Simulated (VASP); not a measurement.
# C in VASP: single point with PBEsol

Aim: the single point of C with PBEsol.

All numbers are computed with VASP 6.6.1; they aren't measurements. Logs are shortened: lines on timing, memory, paths and dates and some standing lists are left out, and cuts for length are marked.

## (1) The cell of the first run

The cell holds a slab with vacuum, 6 atoms: a = 2.459 Å, b = 3.888 Å, c = 18.774 Å, α = 90.00°, β = 90.00°, γ = 80.90°.

## (2) Single point, PBEsol

Contents of INCAR:

```
ALGO = Normal
DIPOL = 0.5 0.5 0.500
EDIFF = 1E-6
ENCUT = 520
GGA = PS
IDIPOL = 3
ISIF = 2
ISMEAR = 0
LASPH = True
LCHARG = True
LDIPOL = True
LELF = True
LREAL = False
LVACPOTAV = True
LVHAR = True
LWAVE = False
NBANDS = 21
NELM = 80
PREC = Accurate
SIGMA = 0.05
```

Contents of KPOINTS:

```
k-points
0
Gamma
  11 7 1
```

Contents of POSCAR:

```
C
1.0
    2.4586594054      0.0000000000      0.0000000000
    0.6146780514      3.8391258797      0.0000000000
    0.0000000000      0.0000000000     18.7735744104
C
6
Direct
    0.7180109742      0.1281660241      0.3728645301
    0.2051065145      0.1794433159      0.4091944572
    0.1795697186      0.2819706941      0.4818350364
    0.6668004150      0.3331078549      0.5170120321
    0.6386423006      0.4460785665      0.5928860125
    0.1268142929      0.4935789343      0.6237956641
```

Potentials or basis: VASP PAW PBE potentials, release 64 (C).

Launch:

```console
cat potpaw_PBE.64/C/POTCAR > POTCAR
mpirun -np 1 vasp_std > vasp.out
```

OUTCAR:

```text
EDIFF = 1E-6
   ENCUT = 520
   GGA = PS
   ISIF = 2
   ISMEAR = 0
   LASPH = True
   LREAL = False
   NELM = 80
   PREC = Accurate

 ion  position               nearest neighbor table
   1  0.718  0.128  0.373-   2 1.42   2 1.42
   2  0.205  0.179  0.409-   3 1.42   1 1.42   1 1.42
   3  0.180  0.282  0.482-   4 1.41   4 1.41   2 1.42
   4  0.667  0.333  0.517-   3 1.41   3 1.41   5 1.49
   5  0.639  0.446  0.593-   6 1.37   6 1.37   4 1.49
   6  0.127  0.494  0.624-   5 1.37   5 1.37

  LATTYP: Found a simple monoclinic cell.
 ALAT       =     2.4586594054
 B/A-ratio  =     7.6356954400
 C/A-ratio  =     1.5813586019
 COS(beta)  =    -0.1580953039

  Lattice vectors:

 A1 = (   2.4586594054,   0.0000000000,   0.0000000000)
 A2 = (   0.0000000000,   0.0000000000,  18.7735744104)
 A3 = (  -0.6146780514,  -3.8391258797,   0.0000000000)

Analysis of symmetry for initial positions (statically):
=====================================================================
 Subroutine PRICEL returns:
 Original cell was already a primitive cell.

 Routine SETGRP: Setting up the symmetry group for a
 simple monoclinic supercell.

 Subroutine GETGRP returns: Found  1 space group operations
 (whereof  1 operations were pure point group operations)
 out of a pool of  4 trial point group operations.

The static configuration has the point symmetry C_1 .

Analysis of symmetry for dynamics (positions and initial velocities):
=====================================================================
 Subroutine PRICEL returns:
 Original cell was already a primitive cell.

 Routine SETGRP: Setting up the symmetry group for a
 simple monoclinic supercell.

 Subroutine GETGRP returns: Found  1 space group operations
 (whereof  1 operations were pure point group operations)
 out of a pool of  4 trial point group operations.

The dynamic configuration has the point symmetry C_1 .

 Subroutine INISYM returns: Found  1 space group operations
 (whereof  1 operations are pure point group operations),
 and found     1 'primitive' translations

----------------------------------------------------------------------------------------

                                     Primitive cell

  volume of cell :     177.2057

  direct lattice vectors                    reciprocal lattice vectors
     2.458659405  0.000000000  0.000000000     0.406725713 -0.065120389  0.000000000
     0.614678051  3.839125880  0.000000000     0.000000000  0.260475960  0.000000000
     0.000000000  0.000000000 18.773574410     0.000000000  0.000000000  0.053266361

  length of vectors
     2.458659405  3.888022200 18.773574410     0.411905900  0.260475960  0.053266361

  position of ions in fractional coordinates (direct lattice)
     0.718010974  0.128166024  0.372864530
     0.205106515  0.179443316  0.409194457
     0.179569719  0.281970694  0.481835036
     0.666800415  0.333107855  0.517012032
     0.638642301  0.446078566  0.592886013
     0.126814293  0.493578934  0.623795664

  ion indices of the primitive-cell ions
   primitive index   ion index
                 1           1
                 2           2
                 3           3
                 4           4
                 5           5
                 6           6

----------------------------------------------------------------------------------------

 KPOINTS: k-points

Automatic generation of k-mesh.
 Grid dimensions read from file:
 generate k-points for:   11    7    1

 Generating k-lattice:

  Cartesian coordinates                     Fractional coordinates (reciprocal lattice)
     0.036975065 -0.005920035  0.000000000     0.090909091  0.000000000  0.000000000
     0.000000000  0.037210851  0.000000000     0.000000000  0.142857143  0.000000000
     0.000000000  0.000000000  0.053266361     0.000000000  0.000000000  1.000000000

  Length of vectors
     0.037445991  0.037210851  0.053266361

  Shift w.r.t. Gamma in fractional coordinates (k-lattice)
     0.000000000  0.000000000  0.000000000

 Subroutine IBZKPT returns following result:
 ===========================================

 Found     39 irreducible k-points:

 Following reciprocal coordinates:
            Coordinates               Weight
  0.000000  0.000000  0.000000      1.000000
  0.090909 -0.000000  0.000000      2.000000
  0.181818  0.000000  0.000000      2.000000
  0.272727  0.000000  0.000000      2.000000
  0.363636  0.000000  0.000000      2.000000
  0.454545  0.000000  0.000000      2.000000
[... 16 lines left out ...]
  0.454545  0.285714  0.000000      2.000000
 -0.454545  0.285714  0.000000      2.000000
 [... further k-points ...]
   k-points           NKPTS =     39   k-points in BZ     NKDIM =     39   number of bands    NBANDS=     21
   number of dos      NEDOS =    301   number of ions     NIONS =      6
   total plane-waves  NPLWV =  75600
   dimension x,y,z NGX =    18 NGY =   30 NGZ =  140
   dimension x,y,z NGXF=    36 NGYF=   60 NGZF=  280
   ions per type =               6
   NGX,Y,Z   is equivalent  to a cutoff of  12.17, 12.83, 12.40 a.u.
   NGXF,Y,Z  is equivalent  to a cutoff of  24.34, 25.66, 24.79 a.u.
 SYSTEM =  unknown system
   PREC   = accura    normal or accurate (medium, high low for compatibility)
   ISTART =      0    job   : 0-new  1-cont  2-samecut
   ICHARG =      2    charge: 1-file 2-atom 10-const
   ISPIN  =      1    spin polarized calculation?
   LNONCOLLINEAR =      F non collinear calculations
   LSORBIT =      F    spin-orbit coupling
   LASPH  =      T    aspherical Exc in radial PAW
   ENCUT  =  520.0 eV  38.22 Ry    6.18 a.u.   4.57  7.23 34.91*2*pi/ulx,y,z
   NELM   =     80;   NELMIN=  2; NELMDL= -5     # of ELM steps
   EDIFF  = 0.1E-05   stopping-criterion for ELM
   LREAL  =      F    real-space projection
   EDIFFG = 0.1E-04   stopping-criterion for IOM
   NSW    =      0    number of steps for IOM
   IBRION =     -1    ionic relax: 0-MD 1-quasi-New 2-CG
   NFREE  =      0    steps in history (QN), initial steepest desc. (CG)
   ISIF   =      2    stress and relaxation
   ISYM   =      2    0-nonsym 1-usesym 2-fastsym
   POTIM  = 0.5000    time-step for ionic-motion
   TEBEG  =    0.0;   TEEND  =   0.0 temperature during run
   PSTRESS=    0.0 pullay stress
   NELECT =      24.0000    total number of electrons
   NUPDOWN=      -1.0000    fix difference up-down
   EMIN   =  10.00;   EMAX   =-10.00  energy-range for DOS
   EFERMI =   0.00;   METHOD = LEGACY
   ISMEAR =     0;   SIGMA  =   0.05  broadening in eV -4-tet -1-fermi 0-gaus
   EFERMI_NEDOS =   21; number of points for ismear=-14 and -15
   IALGO  =     38    algorithm
   IMIX   =      4    mixing-type and parameters
     AMIX     =   0.40;   BMIX     =  1.00
     AMIX_MAG =   1.60;   BMIX_MAG =  1.00
  volume/ion in A,a.u.               =      29.53       199.31
  Fermi-wavevector in a.u.,A,eV,Ry     =   0.840723  1.588735  9.616793  0.706814
  Thomas-Fermi vector in A             =   1.955151
   LORBIT       =      0    0 simple, 1 ext, 2 COOP (PROOUT), +10 PAW based schemes
   GGA     = PS    functional components
   LHFCALC =     F    Hartree Fock is set to
   AEXX    =    0.0000 exact exchange contribution
   IVDW    =     0    specifies the selected vdW correction
   LEPSILON=     F    determine dielectric tensor
   LRPA    =     F    only Hartree local field effects (RPA)
 non-spin polarized calculation
 Gauss-broadening in eV      SIGMA  =   0.05
  energy-cutoff  :      520.00
  volume of cell :      177.21
 maximum number of plane-waves:      4813
   NGX =  9   NGY = 15   NGZ = 69

 dipolmoment           0.000000      0.000000      0.097817 electrons x Angstroem

 number of electron      23.9999999 magnetization

 dipolmoment           0.000000      0.000000     -0.030172 electrons x Angstroem

 Free energy of the ion-electron system (eV)
  ---------------------------------------------------
  ext. energy  EPLUGINS =         0.00000000
  ---------------------------------------------------
  free energy    TOTEN  =       -51.12425393 eV

  energy without entropy =      -51.11715820  energy(sigma->0) =      -51.12070606

 E-fermi :  -3.2897     XC(G=0):  -4.0553

 val. band max:       -3.3264561042   @ k =   0.1818   0.2857   0.0000
 cond. band min:      -3.2883172539   @ k =  -0.1818   0.2857   0.0000
 fundamental gap:      0.0381388503
 Fermi energy:        -3.2896798453

 k-point     1 :       0.0000    0.0000    0.0000
  band No.  band energies     occupation
      1     -21.9784      2.00000
      2     -20.2858      2.00000
      3     -17.8509      2.00000
      4     -13.4557      2.00000
      5      -9.4181      2.00000
      6      -9.3760      2.00000
[... 13 lines left out ...]
     20       4.6129      0.00000
     21       4.7548      0.00000

 k-point     2 :       0.0909   -0.0000    0.0000
  band No.  band energies     occupation
      1     -21.8319      2.00000
      2     -20.1450      2.00000
      3     -17.7224      2.00000
      4     -13.3527      2.00000
      5      -9.8185      2.00000
      6      -9.3843      2.00000
[... 13 lines left out ...]
     20       4.5532      0.00000
     21       5.5147      0.00000

 k-point     3 :       0.1818    0.0000    0.0000
  band No.  band energies     occupation
      1     -21.3941      2.00000
      2     -19.7243      2.00000
      3     -17.3378      2.00000
      4     -13.0990      2.00000
      5     -11.2084      2.00000
      6     -10.1548      2.00000
[... 13 lines left out ...]
     20       4.8022      0.00000
     21       5.7182      0.00000

 k-point     4 :       0.2727    0.0000    0.0000
  band No.  band energies     occupation
      1     -20.6701      2.00000
      2     -19.0304      2.00000
      3     -16.7003      2.00000
      4     -13.4892      2.00000
      5     -12.2247      2.00000
      6     -11.7259      2.00000
[... 13 lines left out ...]
     20       5.4504      0.00000
     21       5.7066      0.00000

 k-point     5 :       0.3636    0.0000    0.0000
  band No.  band energies     occupation
      1     -19.6704      2.00000
      2     -18.0829      2.00000
      3     -15.8182      2.00000
      4     -15.1303      2.00000
      5     -13.6954      2.00000
      6     -11.8500      2.00000
[... 13 lines left out ...]
     20       6.3890      0.00000
     21       6.9237      0.00000

 k-point     6 :       0.4545    0.0000    0.0000
  band No.  band energies     occupation
      1     -18.4200      2.00000
      2     -17.2014      2.00000
      3     -16.4902      2.00000
      4     -15.3059      2.00000
      5     -14.6893      2.00000
      6     -13.3479      2.00000
[... 13 lines left out ...]
     20       7.3139      0.00000
     21       7.9371      0.00000

 k-point     7 :       0.0000    0.1429    0.0000
  band No.  band energies     occupation
      1     -21.9555      2.00000
      2     -20.2700      2.00000
      3     -17.8436      2.00000
      4     -13.4546      2.00000
      5      -9.6502      2.00000
      6      -9.3875      2.00000
[... 13 lines left out ...]
     20       4.6326      0.00000
     21       4.7656      0.00000
[... 291 lines left out ...]
      1     -21.3411      2.00000
      2     -19.6880      2.00000
      3     -17.3219      2.00000
      4     -13.0938      2.00000
      5     -11.1878      2.00000
      6     -10.1403      2.00000
[... 13 lines left out ...]
     20       5.4845      0.00000
     21       5.9514      0.00000

 k-point    21 :       0.2727    0.2857    0.0000
  band No.  band energies     occupation
      1     -20.6305      2.00000
      2     -19.0033      2.00000
      3     -16.6886      2.00000
      4     -13.4562      2.00000
      5     -12.2130      2.00000
      6     -11.7088      2.00000
[... 13 lines left out ...]
     20       5.8937      0.00000
     21       6.3951      0.00000

 k-point    22 :       0.3636    0.2857    0.0000
  band No.  band energies     occupation
      1     -19.6443      2.00000
      2     -18.0644      2.00000
      3     -15.8105      2.00000
      4     -15.0802      2.00000
      5     -13.6638      2.00000
      6     -11.8378      2.00000
[... 13 lines left out ...]
     20       6.6529      0.00000
     21       7.1817      0.00000

 k-point    23 :       0.4545    0.2857    0.0000
  band No.  band energies     occupation
      1     -18.4061      2.00000
      2     -17.1616      2.00000
      3     -16.4570      2.00000
      4     -15.2661      2.00000
      5     -14.6855      2.00000
      6     -13.3317      2.00000
[... 13 lines left out ...]
     20       7.4173      0.00000
     21       8.1027      0.00000

 k-point    24 :      -0.4545    0.2857    0.0000
  band No.  band energies     occupation
      1     -18.3461      2.00000
      2     -17.1774      2.00000
      3     -16.4637      2.00000
      4     -15.3036      2.00000
      5     -14.6697      2.00000
      6     -13.3472      2.00000
[... 13 lines left out ...]
     20       8.3088      0.00000
     21       8.5585      0.00000

 [... further k-points ...]

------------------------ aborting loop because EDIFF is reached ----------------------------------------

  FORCE on cell =-STRESS in cart. coord.  units (eV):
  Direction    XX          YY          ZZ          XY          YZ          ZX
  --------------------------------------------------------------------------------------
  -------------------------------------------------------------------------------------
  Total        0.4889050     -0.0331954      1.0537653      0.0214225      0.3767710      0.0035543
  in kB        4.4203576     -0.3001307      9.5274524      0.1936883      3.4065151      0.0321354
  external PRESSURE =       4.5492265 kB  Pullay stress =       0.0000000 kB

 VOLUME and BASIS-vectors are now :
 -----------------------------------------------------------------------------
  energy-cutoff  :      520.00
  volume of cell :      177.21
      direct lattice vectors                 reciprocal lattice vectors
     2.458659405  0.000000000  0.000000000     0.406725713 -0.065120389  0.000000000
     0.614678051  3.839125880  0.000000000     0.000000000  0.260475960  0.000000000
     0.000000000  0.000000000 18.773574410     0.000000000  0.000000000  0.053266361

 POSITION                                       TOTAL-FORCE (eV/Angst)
 -----------------------------------------------------------------------------------
      1.84413      0.49205      7.00000        -0.005221      0.514038      1.888155
      0.61459      0.68891      7.68204         0.005566     -1.016300     -3.526481
      0.61482      1.08252      9.04577        -0.000256      0.482754      1.578014
      1.84419      1.27884      9.70616        -0.000368      0.004645      0.006656
      1.84440      1.71255     11.13059        -0.000217     -0.002998      0.003325
      0.61519      1.89491     11.71087         0.000496      0.017862      0.050331
 -----------------------------------------------------------------------------------
    total drift:                                0.000107     -0.000037      0.000392

  FREE ENERGIE OF THE ION-ELECTRON SYSTEM (eV)
  ---------------------------------------------------
  free  energy   TOTEN  =       -51.1242539261 eV

  energy  without entropy=      -51.1171581994  energy(sigma->0) =      -51.12070606

 vacuum level on the upper side and lower side of the slab         2.901         3.479
```

Run time: 3.6 min. Hardware: 1 thread of Intel Xeon Platinum 8375C at 2.90GHz (Ice Lake), shared host; peak memory 0.3 GiB.

Results:

- Free energy: -51.1243 eV
- Largest force: 3.670 eV/Å
- Band gap on the k mesh: zero (bands 12 and 13 overlap by 0.04 eV)

Forces in eV/Å, atoms in the order of the input:
```
C   -0.005  0.514  1.888
C    0.006 -1.016 -3.526
C    0.000  0.483  1.578
C    0.000  0.005  0.007
C    0.000 -0.003  0.003
C    0.000  0.018  0.050
```

Caveat: the PAW data sets were made with another functional, which shifts forces and pressure a little.
